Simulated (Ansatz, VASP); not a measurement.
# One calculation of AlN, two programs

Contents of INCAR:

```
SYSTEM = AlN
PREC     = Accurate       ! precision mode
ENCUT    = 600            ! plane-wave cutoff, eV
EDIFF    = 1E-6           ! SCF threshold, eV
ISMEAR   = 0              ! smearing method
SIGMA    = 0.05           ! smearing width, eV
LREAL    = .FALSE.        ! projectors in reciprocal space
LASPH    = .TRUE.         ! aspherical terms in the spheres
NELM     = 120            ! most SCF steps
ALGO     = Normal         ! electronic algorithm
ISIF     = 2              ! what is computed and relaxed
LWAVE    = .FALSE.        ! write WAVECAR
LCHARG   = .FALSE.        ! write CHGCAR
NBANDS   = 16             ! bands
GGA_COMPAT= .FALSE.
```

Contents of KPOINTS:

```
regular mesh
0
G
  9 9 6
  0 0 0
```

Contents of POSCAR:

```
AlN
1.0
    3.2127522696      0.0000000000      0.0000000000
   -1.6063761348      2.7823250815      0.0000000000
    0.0000000000      0.0000000000      4.3131898900
Al N
2 2
Direct
    0.3333333333      0.6666666667      0.7500000000
    0.6666666667      0.3333333333      0.2500000000
    0.3333333333      0.6666666667      0.2500000000
    0.6666666667      0.3333333333      0.7500000000
```

Input for Ansatz:

```yaml
crystal:
  lattice:
    - [3.2127522696, 0.0, 0.0]
    - [-1.6063761348, 2.7823250815, 0.0]
    - [0.0, 0.0, 4.31318989]
  atoms:
    - { symbol: Al, position: [0.3333333333, 0.6666666667, 0.75] }
    - { symbol: Al, position: [0.6666666667, 0.3333333333, 0.25] }
    - { symbol: "N", position: [0.3333333333, 0.6666666667, 0.25] }
    - { symbol: "N", position: [0.6666666667, 0.3333333333, 0.75] }
basis:
  ecutwfc: 420
kpoints:
  mp_grid: { grid: [9, 9, 6] }
hamiltonian:
  xc: lda
scf:
  occupations: { method: gaussian, width: 0.05 }
output:
  forces: true
  stress: true
  eigenvalues: true
```

Change from the starting cell: strain -0.030 along x and y, +0.030 along z, atoms carried along.

Alike in both runs: task single point; functional LDA; k mesh 9 × 9 × 6; occupations gaussian, width 0.05 eV; no spin polarisation.

```csv
,VASP,Ansatz
version,VASP 6.6.1,Ansatz 0.2.0
potentials or method,"VASP PAW LDA potentials, release 64 (Al, N), cutoff 600 eV","scalar-relativistic, plane waves, PAW"
valence electrons in the cell,16,16
```

```tsv
	VASP	Ansatz	Ansatz less VASP
gap on the k mesh at the Fermi level (eV)	3.40	3.39	-0.010
least direct gap on the mesh (eV)	3.40	3.39	-0.010
pressure (GPa)	1.4	0.8	-0.54
traceless stress, the component that is largest in VASP (GPa)	-9.28	-8.82	+0.460
```

LDA's correlation is that of Perdew and Zunger in VASP and of Perdew and Wang (1992) in Ansatz.
